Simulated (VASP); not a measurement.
# LaRe (Pm-3m) in VASP: notebook

Runs on LaRe. Level: PBE. Tasks: single point.

Everything below comes from runs of VASP 6.6.1. Logs are shortened: lines on timing, memory, paths and dates and some standing lists are left out, and cuts for length are marked.

### Step 1. The cell of the first run

The structure is cubic, space group Pm-3m (No. 221). Conventional cell: a = 3.517 Å, b = 3.517 Å, c = 3.517 Å, α = 90.00°, β = 90.00°, γ = 90.00°. Within 4.0 Å of La (site symmetry m-3m) lie 8 Re at 3.05 Å and 6 La at 3.52 Å. Re (site symmetry m-3m) has 8 La at 3.05 Å and 6 Re at 3.52 Å within 4.0 Å.

### Step 2. Single point, PBE (21.74 Å³/atom)

The input, INCAR:

```
ALGO = Normal ; EDIFF = 1E-6
ENCUT = 520 ; GGA = PE
ISIF = 2 ; ISMEAR = 0
LASPH = True ; LCHARG = False
LREAL = False ; LWAVE = False
NBANDS = 16 ; NELM = 80
PREC = Accurate ; SIGMA = 0.05
```

The input, KPOINTS:

```
k-points
0
Gamma
  10 10 10
```

The input, POSCAR:

```
LaRe
1.0
    3.5166131969      0.0000000000      0.0000000000
    0.0000000000      3.5166131969      0.0000000000
    0.0000000000      0.0000000000      3.5166131969
La Re
1 1
Direct
    0.0000000000      0.0000000000      0.0000000000
    0.5000000000      0.5000000000      0.5000000000
```

Potentials or basis: VASP PAW PBE potentials, release 64 (La, Re).

The run is started by

```bash
$ cat potpaw_PBE.64/La/POTCAR potpaw_PBE.64/Re/POTCAR > POTCAR
$ mpirun -np 1 vasp_std > vasp.out
```

OUTCAR:

```text
EDIFF = 1E-6
   ENCUT = 520
   GGA = PE
   ISIF = 2
   ISMEAR = 0
   LASPH = True
   LREAL = False
   NELM = 80
   PREC = Accurate

 ion  position               nearest neighbor table
   1  0.000  0.000  0.000-   2 3.05   2 3.05   2 3.05   2 3.05   2 3.05   2 3.05   2 3.05   2 3.05

   2  0.500  0.500  0.500-   1 3.05   1 3.05   1 3.05   1 3.05   1 3.05   1 3.05   1 3.05   1 3.05

  LATTYP: Found a simple cubic cell.
 ALAT       =     3.5166131969

  Lattice vectors:

 A1 = (   3.5166131969,   0.0000000000,   0.0000000000)
 A2 = (   0.0000000000,   3.5166131969,   0.0000000000)
 A3 = (   0.0000000000,   0.0000000000,   3.5166131969)

Analysis of symmetry for initial positions (statically):
=====================================================================
 Subroutine PRICEL returns:
 Original cell was already a primitive cell.

 Routine SETGRP: Setting up the symmetry group for a
 simple cubic supercell.

 Subroutine GETGRP returns: Found 48 space group operations
 (whereof 48 operations were pure point group operations)
 out of a pool of 48 trial point group operations.

The static configuration has the point symmetry O_h .

Analysis of symmetry for dynamics (positions and initial velocities):
=====================================================================
 Subroutine PRICEL returns:
 Original cell was already a primitive cell.

 Routine SETGRP: Setting up the symmetry group for a
 simple cubic supercell.

 Subroutine GETGRP returns: Found 48 space group operations
 (whereof 48 operations were pure point group operations)
 out of a pool of 48 trial point group operations.

The dynamic configuration has the point symmetry O_h .

 Subroutine INISYM returns: Found 48 space group operations
 (whereof 48 operations are pure point group operations),
 and found     1 'primitive' translations

----------------------------------------------------------------------------------------

                                     Primitive cell

  volume of cell :      43.4884

  direct lattice vectors                    reciprocal lattice vectors
     3.516613197  0.000000000  0.000000000     0.284364513  0.000000000  0.000000000
     0.000000000  3.516613197  0.000000000     0.000000000  0.284364513  0.000000000
     0.000000000  0.000000000  3.516613197     0.000000000  0.000000000  0.284364513

  length of vectors
     3.516613197  3.516613197  3.516613197     0.284364513  0.284364513  0.284364513

  position of ions in fractional coordinates (direct lattice)
     0.000000000  0.000000000  0.000000000
     0.500000000  0.500000000  0.500000000

  ion indices of the primitive-cell ions
   primitive index   ion index
                 1           1
                 2           2

----------------------------------------------------------------------------------------

 KPOINTS: k-points

Automatic generation of k-mesh.
 Grid dimensions read from file:
 generate k-points for:   10   10   10

 Generating k-lattice:

  Cartesian coordinates                     Fractional coordinates (reciprocal lattice)
     0.028436451  0.000000000  0.000000000     0.100000000  0.000000000  0.000000000
     0.000000000  0.028436451  0.000000000     0.000000000  0.100000000  0.000000000
     0.000000000  0.000000000  0.028436451     0.000000000  0.000000000  0.100000000

  Length of vectors
     0.028436451  0.028436451  0.028436451

  Shift w.r.t. Gamma in fractional coordinates (k-lattice)
     0.000000000  0.000000000  0.000000000

 Subroutine IBZKPT returns following result:
 ===========================================

 Found     56 irreducible k-points:

 Following reciprocal coordinates:
            Coordinates               Weight
  0.000000  0.000000  0.000000      1.000000
  0.100000  0.000000  0.000000      6.000000
  0.200000  0.000000  0.000000      6.000000
  0.300000  0.000000  0.000000      6.000000
  0.400000  0.000000  0.000000      6.000000
  0.500000  0.000000  0.000000      3.000000
[... 16 lines left out ...]
  0.200000  0.100000  0.100000     24.000000
  0.300000  0.100000  0.100000     24.000000
 [... further k-points ...]
   k-points           NKPTS =     56   k-points in BZ     NKDIM =     56   number of bands    NBANDS=     16
   number of dos      NEDOS =    301   number of ions     NIONS =      2
   total plane-waves  NPLWV =  21952
   dimension x,y,z NGX =    28 NGY =   28 NGZ =   28
   dimension x,y,z NGXF=    56 NGYF=   56 NGZF=   56
   ions per type =               1   1
   NGX,Y,Z   is equivalent  to a cutoff of  13.24, 13.24, 13.24 a.u.
   NGXF,Y,Z  is equivalent  to a cutoff of  26.47, 26.47, 26.47 a.u.
 SYSTEM =  unknown system
   PREC   = accura    normal or accurate (medium, high low for compatibility)
   ISTART =      0    job   : 0-new  1-cont  2-samecut
   ICHARG =      2    charge: 1-file 2-atom 10-const
   ISPIN  =      1    spin polarized calculation?
   LNONCOLLINEAR =      F non collinear calculations
   LSORBIT =      F    spin-orbit coupling
   LASPH  =      T    aspherical Exc in radial PAW
   ENCUT  =  520.0 eV  38.22 Ry    6.18 a.u.   6.54  6.54  6.54*2*pi/ulx,y,z
   NELM   =     80;   NELMIN=  2; NELMDL= -5     # of ELM steps
   EDIFF  = 0.1E-05   stopping-criterion for ELM
   LREAL  =      F    real-space projection
   EDIFFG = 0.1E-04   stopping-criterion for IOM
   NSW    =      0    number of steps for IOM
   IBRION =     -1    ionic relax: 0-MD 1-quasi-New 2-CG
   NFREE  =      0    steps in history (QN), initial steepest desc. (CG)
   ISIF   =      2    stress and relaxation
   ISYM   =      2    0-nonsym 1-usesym 2-fastsym
   POTIM  = 0.5000    time-step for ionic-motion
   TEBEG  =    0.0;   TEEND  =   0.0 temperature during run
   PSTRESS=    0.0 pullay stress
   NELECT =      18.0000    total number of electrons
   NUPDOWN=      -1.0000    fix difference up-down
   EMIN   =  10.00;   EMAX   =-10.00  energy-range for DOS
   EFERMI =   0.00;   METHOD = LEGACY
   ISMEAR =     0;   SIGMA  =   0.05  broadening in eV -4-tet -1-fermi 0-gaus
   EFERMI_NEDOS =   21; number of points for ismear=-14 and -15
   IALGO  =     38    algorithm
   IMIX   =      4    mixing-type and parameters
     AMIX     =   0.40;   BMIX     =  1.00
     AMIX_MAG =   1.60;   BMIX_MAG =  1.00
  volume/ion in A,a.u.               =      21.74       146.74
  Fermi-wavevector in a.u.,A,eV,Ry     =   1.220041  2.305543 20.252270  1.488500
  Thomas-Fermi vector in A             =   2.355272
   LORBIT       =      0    0 simple, 1 ext, 2 COOP (PROOUT), +10 PAW based schemes
   GGA     = PE    functional components
   LHFCALC =     F    Hartree Fock is set to
   AEXX    =    0.0000 exact exchange contribution
   IVDW    =     0    specifies the selected vdW correction
   LEPSILON=     F    determine dielectric tensor
   LRPA    =     F    only Hartree local field effects (RPA)
 non-spin polarized calculation
 Gauss-broadening in eV      SIGMA  =   0.05
  energy-cutoff  :      520.00
  volume of cell :       43.49
 maximum number of plane-waves:      1208
 NGX is ok and might be reduce to    28
   NGX = 13   NGY = 13   NGZ = 13

 number of electron      17.9999998 magnetization

 Free energy of the ion-electron system (eV)
  ---------------------------------------------------
  ext. energy  EPLUGINS =         0.00000000
  ---------------------------------------------------
  free energy    TOTEN  =       -15.62772507 eV

  energy without entropy =      -15.62350382  energy(sigma->0) =      -15.62561444

 E-fermi :   8.8808     XC(G=0): -11.7478

 val. band max:        8.8589896464   @ k =   0.2000   0.0000   0.0000
 cond. band min:       8.8812659937   @ k =   0.3000   0.2000   0.0000
 fundamental gap:      0.0222763473
 Fermi energy:         8.8808422753

 k-point     1 :       0.0000    0.0000    0.0000
  band No.  band energies     occupation
      1     -22.3668      2.00000
      2      -5.6566      2.00000
      3      -5.6566      2.00000
      4      -5.6566      2.00000
      5       3.8876      2.00000
      6       5.4163      2.00000
[... 8 lines left out ...]
     15      12.6628      0.00000
     16      12.6629      0.00000

 k-point     2 :       0.1000    0.0000    0.0000
  band No.  band energies     occupation
      1     -22.3506      2.00000
      2      -5.8420      2.00000
      3      -5.6512      2.00000
      4      -5.6512      2.00000
      5       4.1503      2.00000
      6       5.4991      2.00000
[... 8 lines left out ...]
     15      12.6473      0.00000
     16      12.6473      0.00000

 k-point     3 :       0.2000    0.0000    0.0000
  band No.  band energies     occupation
      1     -22.3079      2.00000
      2      -6.2899      2.00000
      3      -5.6371      2.00000
      4      -5.6371      2.00000
      5       4.8391      2.00000
      6       5.7388      2.00000
[... 8 lines left out ...]
     15      12.7700      0.00000
     16      12.7700      0.00000

 k-point     4 :       0.3000    0.0000    0.0000
  band No.  band energies     occupation
      1     -22.2542      2.00000
      2      -6.7857      2.00000
      3      -5.6198      2.00000
      4      -5.6198      2.00000
      5       5.7876      2.00000
      6       6.1017      2.00000
[... 8 lines left out ...]
     15      12.9408      0.00000
     16      12.9409      0.00000
[... 324 lines left out ...]
 k-point    22 :       0.1000    0.1000    0.1000
  band No.  band energies     occupation
      1     -22.3194      2.00000
      2      -5.8875      2.00000
      3      -5.7868      2.00000
      4      -5.7868      2.00000
      5       4.6205      2.00000
      6       5.8685      2.00000
[... 8 lines left out ...]
     15      12.7318      0.00000
     16      12.7318      0.00000

 k-point    23 :       0.2000    0.1000    0.1000
  band No.  band energies     occupation
      1     -22.2786      2.00000
      2      -6.2599      2.00000
      3      -5.7993      2.00000
      4      -5.7715      2.00000
      5       5.2020      2.00000
      6       6.0595      2.00000
[... 8 lines left out ...]
     15      12.7636      0.00000
     16      12.8322      0.00000

 k-point    24 :       0.3000    0.1000    0.1000
  band No.  band energies     occupation
      1     -22.2274      2.00000
      2      -6.7303      2.00000
      3      -5.7537      2.00000
      4      -5.7528      2.00000
      5       5.9429      2.00000
      6       6.3349      2.00000
[... 8 lines left out ...]
     15      12.9198      0.00000
     16      12.9505      0.00000

 [... further k-points ...]

------------------------ aborting loop because EDIFF is reached ----------------------------------------

  FORCE on cell =-STRESS in cart. coord.  units (eV):
  Direction    XX          YY          ZZ          XY          YZ          ZX
  --------------------------------------------------------------------------------------
  -------------------------------------------------------------------------------------
  Total        1.6416131      1.6416131      1.6416131      0.0000000      0.0000000     -0.0000000
  in kB       60.4794161     60.4794161     60.4794161      0.0000000      0.0000000     -0.0000000
  external PRESSURE =      60.4794161 kB  Pullay stress =       0.0000000 kB

 VOLUME and BASIS-vectors are now :
 -----------------------------------------------------------------------------
  energy-cutoff  :      520.00
  volume of cell :       43.49
      direct lattice vectors                 reciprocal lattice vectors
     3.516613197  0.000000000  0.000000000     0.284364513  0.000000000  0.000000000
     0.000000000  3.516613197  0.000000000     0.000000000  0.284364513  0.000000000
     0.000000000  0.000000000  3.516613197     0.000000000  0.000000000  0.284364513

 POSITION                                       TOTAL-FORCE (eV/Angst)
 -----------------------------------------------------------------------------------
      0.00000      0.00000      0.00000         0.000000      0.000000      0.000000
      1.75831      1.75831      1.75831         0.000000      0.000000      0.000000
 -----------------------------------------------------------------------------------
    total drift:                                0.000000      0.000000      0.000000

  FREE ENERGIE OF THE ION-ELECTRON SYSTEM (eV)
  ---------------------------------------------------
  free  energy   TOTEN  =       -15.6277250675 eV

  energy  without entropy=      -15.6235038194  energy(sigma->0) =      -15.62561444
```

Wall time 68 s (1 thread of Intel Xeon Platinum 8375C at 2.90GHz (Ice Lake), shared host); peak memory 0.2 GiB.

What came out:

| Property | Result |
| --- | --- |
| Free energy | -15.6277 eV |
| Pressure | 6.0 GPa |
| Band gap on the k mesh | zero (bands 9 and 10 overlap by 2.16 eV) |

Caveat: the cell stands under pressure; spin-orbit coupling is left out, which moves the levels of the heavy elements.

[end of part 1 of 2]
